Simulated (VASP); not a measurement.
Wanted: the native input for a VASP 6.6.1 run.

```yaml
Task: single point
Functional: r2SCAN
Potentials_or_basis: VASP PAW PBE potentials, release 64 (Mo_sv, S)
Cutoff: 520 eV
k_mesh: 6 × 6 × 6
Occupations: gaussian, width 0.01 eV
Spin: no spin polarisation
Dipole_correction: no
Further_INCAR_settings: ALGO = Normal; EDIFF = 1e-07; NBANDS = 20
```

The system is MoS2.

```
CELL_PARAMETERS angstrom
1.58759 0.91660 6.19393
-1.58759 0.91660 6.19393
0.00000 -1.83319 6.19393
ATOMIC_POSITIONS crystal
Mo 0.00010 0.00010 0.00010
S 0.24979 0.24979 0.24979
S 0.41711 0.41711 0.41711
```

These files were run (other wordings do the same):

POSCAR

```
MoS2
1.0
    1.5875903433      0.9165957121      6.1939280585
   -1.5875903433      0.9165957121      6.1939280585
    0.0000000000     -1.8331914241      6.1939280585
Mo S
1 2
Direct
    0.0000965174      0.0000965174      0.0000965174
    0.2497906776      0.2497906776      0.2497906776
    0.4171128050      0.4171128050      0.4171128050
```

INCAR.step1

```
SYSTEM = MoS2
  PREC = Accurate
  ENCUT = 520
  ISMEAR = 0
  SIGMA = 0.01
  LREAL = .False.
  LASPH = .True.
  NELM = 100
  NBANDS = 20
  GGA = PE
  ALGO = Normal
  EDIFF = 1E-4
  LWAVE = .True.
  LCHARG = .False.
```

INCAR.step2

```
SYSTEM = MoS2
  PREC = Accurate
  ENCUT = 520
  EDIFF = 1E-7
  ISMEAR = 0
  SIGMA = 0.01
  LREAL = .False.
  LASPH = .True.
  NELM = 100
  ALGO = Normal
  ISIF = 2
  LWAVE = .False.
  LCHARG = .True.
  METAGGA = R2SCAN
  LMIXTAU = .True.
  LELF = .True.
  LVHAR = .True.
  NBANDS = 20
  ISTART = 1
```

KPOINTS

```
regular mesh
0
Gamma
  6 6 6
  0 0 0
```

Potentials or basis: VASP PAW PBE potentials, release 64 (Mo_sv, S).

Command:

```console
$ cat potpaw_PBE.64/Mo_sv/POTCAR potpaw_PBE.64/S/POTCAR > POTCAR
$ cp INCAR.step1 INCAR
$ mpirun -np 1 vasp_std > vasp.out
$ cp INCAR.step2 INCAR
$ mpirun -np 1 vasp_std > vasp.out
```

It gave:

The pressure is 1.2 GPa and the largest force is 0.047 eV/Å. The band gap on the k mesh is 1.05 eV, indirect (least direct gap 1.80 eV).

Caveat: the PAW data sets were made with another functional, which shifts forces and pressure a little.

Wall time 14 min on 1 thread of AMD EPYC 7R13, with other jobs on the host, peak memory 0.34 GiB.
